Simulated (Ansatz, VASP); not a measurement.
**Si2Sn: VASP beside Ansatz**

```
CELL_PARAMETERS angstrom
-2.03674 6.22323 2.93702
2.03674 -6.22323 2.93702
2.03674 6.22323 -2.93702
ATOMIC_POSITIONS crystal
Si 0.79184 0.36071 0.43113
Si 0.20816 0.63929 0.56887
Si 0.42958 0.36071 0.06887
Si 0.57042 0.63929 0.93113
Sn 0.16220 0.41220 0.75000
Sn 0.83780 0.58780 0.25000
```

Alike in both runs: functional PBE; k mesh 10 × 10 × 10; occupations gaussian, width 0.1 eV; no spin polarisation.

Ansatz relaxed the structure, and its values are those at the end. VASP's run is a single point on that final structure, the one shown.

|  | VASP | Ansatz |
| --- | --- | --- |
| version | VASP 6.6.1 | Ansatz 0.2.0 |
| potentials or method | VASP PAW PBE potentials, release 64 (Si, Sn_d), cutoff 520 eV | scalar-relativistic, plane waves, PAW |
| valence electrons in the cell | 44 | 44 |

|  | VASP | Ansatz | Ansatz less VASP |
| --- | --- | --- | --- |
| gap on the k mesh at the Fermi level (eV) | none | none | - |
| pressure (GPa) | -0.1 | 0.0 | +0.08 |

A gap of «none» marks a metal or a gap that the smearing closes.
